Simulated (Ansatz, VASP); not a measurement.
## Ta in VASP and in Ansatz

```
Ta
1.0
     3.07866    0.00000    0.00000
    -1.53933    2.66620    0.00000
     0.00000    0.00000    5.17387
Ta
2
Direct
  0.66667 0.33333 0.75000
  0.33333 0.66667 0.25000
```

Alike in both runs: task single point; functional PBE; k mesh 18 × 18 × 8; occupations gaussian, width 0.1 eV; no spin polarisation.

```csv
,VASP,Ansatz
version,VASP 6.6.1,Ansatz 0.2.0
potentials or method,"VASP PAW PBE potentials, release 64 (Ta_pv), cutoff 520 eV","scalar-relativistic, plane waves, PAW"
valence electrons in the cell,22,26
```

|  | VASP | Ansatz | Ansatz less VASP |
| --- | --- | --- | --- |
| gap on the k mesh at the Fermi level (eV) | none | none | - |
| pressure (GPa) | -18.8 | -18.8 | -0.07 |
| traceless stress, the component that is largest in VASP (GPa) | 5.15 | 5.12 | -0.022 |

A gap of «none» marks a metal or a gap that the smearing closes. VASP's potentials hold 22 valence electrons a cell and Ansatz's 26, so a difference there can come from the potentials and not from the codes.

Spin-orbit coupling is off throughout.
